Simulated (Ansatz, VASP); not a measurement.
# LaCo: VASP beside Ansatz

```
CELL_PARAMETERS angstrom
-3.48311 3.48311 3.48311
3.48311 -3.48311 3.48311
3.48311 3.48311 -3.48311
ATOMIC_POSITIONS crystal
La 0.50000 0.00000 0.01897
La 0.00000 0.01897 0.50000
La 0.01897 0.50000 0.00000
La 0.48102 0.48102 0.48102
Co 0.50000 0.00000 0.58402
Co 0.00000 0.58402 0.50000
Co 0.58402 0.50000 0.00000
Co 0.91598 0.91598 0.91598
```

Alike in both runs: task single point; functional LDA; k mesh 6 × 6 × 6; occupations gaussian, width 0.05 eV; collinear spin, ferromagnetic start.

|  | VASP | Ansatz |
| --- | --- | --- |
| version | VASP 6.6.1 | Ansatz 0.2.0 |
| potentials or method | VASP PAW LDA potentials, release 64 (La, Co) | Ansatz PAW |
| plane-wave cutoff (eV) | 520 | 420 |
| valence electrons in the cell | 80 | 112 |

Ansatz gave:

```
gap on the k mesh at the Fermi level (eV)                     : none
pressure (GPa)                                                : -7.2
rms of the force components (eV/Å)                            : 0.198
net moment per atom (μB)                                      : 0.08
size of the moment on the site where the two differ most (μB) : 0.22
```

Estimate VASP's values.

gap on the k mesh at the Fermi level (eV): none; pressure (GPa): -7.3; rms of the force components (eV/Å): 0.194; net moment per atom (μB): 0.07; size of the moment on the site where the two differ most (μB): 0.19.

LDA's correlation is that of Perdew and Zunger in VASP and of Perdew and Wang (1992) in Ansatz. Site moments also hang on the region over which each program counts them. Atom by atom the forces differ by 0.007 eV/Å (rms over components). A gap of «none» marks a metal or a gap that the smearing closes. VASP's potentials hold 80 valence electrons a cell and Ansatz's 112, so a difference there can come from the potentials and not from the codes.

Spin-orbit coupling is off throughout.
